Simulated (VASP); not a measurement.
Wanted: the native input for a VASP 6.6.1 run.

```
Task                   : relaxation of cell and atoms
Functional             : PBE
Potentials or basis    : VASP PAW PBE potentials, release 64 (N, B, Bi_d)
Cutoff                 : 600 eV
k mesh                 : 8 × 8 × 6
Occupations            : fermi-dirac, width 0.02 eV
Spin                   : no spin polarisation
Dipole correction      : no
Further INCAR settings : ALGO = Normal; EDIFF = 1e-07; IBRION = 2; EDIFFG = -0.005; NSW = 80; ISIF = 3
```

The structure of BiB2N lies in POSCAR:

```
BiB2N
1.0
    3.0848873821      0.0000000000      0.0000000000
    0.0000000000      3.0848873821      0.0000000000
    0.0000000000      0.0000000000      4.3626895741
N B Bi
1 2 1
Direct
    0.0000000000      0.0000000000      0.0000000000
    0.0000000000      0.5000000000      0.7500000000
    0.5000000000      0.0000000000      0.2500000000
    0.5000000000      0.5000000000      0.5000000000
```

These files were run (other wordings do the same):

INCAR

```
SYSTEM = BiB2N
PREC = Accurate
ENCUT = 600
EDIFF = 1E-7
ISMEAR = -1
SIGMA = 0.02
LREAL = .False.
LASPH = .True.
NELM = 100
ALGO = Normal
ISIF = 3
LWAVE = .False.
LCHARG = .False.
GGA = PE
IBRION = 2
NSW = 80
EDIFFG = -0.005
```

KPOINTS

```
Automatic mesh
0
Gamma
  8 8 6
  0 0 0
```

Potentials or basis: VASP PAW PBE potentials, release 64 (N, B, Bi_d).

Command:

```bash
$ cat potpaw_PBE.64/N/POTCAR potpaw_PBE.64/B/POTCAR potpaw_PBE.64/Bi_d/POTCAR > POTCAR
$ mpirun -np 1 vasp_std > vasp.out
```

Results of the run:

| Item | Value |
| --- | --- |
| Relaxed volume | 12.86 Å³/atom |
| Relaxed cell | a = 2.853 Å, b = 2.853 Å, c = 6.318 Å, α = 90.00°, β = 90.00°, γ = 90.00° |
| Space group after relaxing (to 0.05 Å) | P-4m2 (No. 115) |
| Energy gained by relaxing | 1704.8 meV/atom |
| Ionic steps | 32 |
| Pressure after relaxing | 0.0 GPa |
| Band gap on the k mesh | zero (band 13 reaches 10.10 eV, above the bottom of band 14 at 6.61 eV) |

Caveat: the volume moved by over 15 % at a fixed basis, so the end points are rough; spin-orbit coupling is left out, which moves the levels of the heavy elements.

Run time: 24 min on 1 thread of Intel(R) Xeon(R) Platinum 8375C CPU @ 2.90GHz (Ice Lake), with other jobs on the host, peak memory 0.22 GiB.
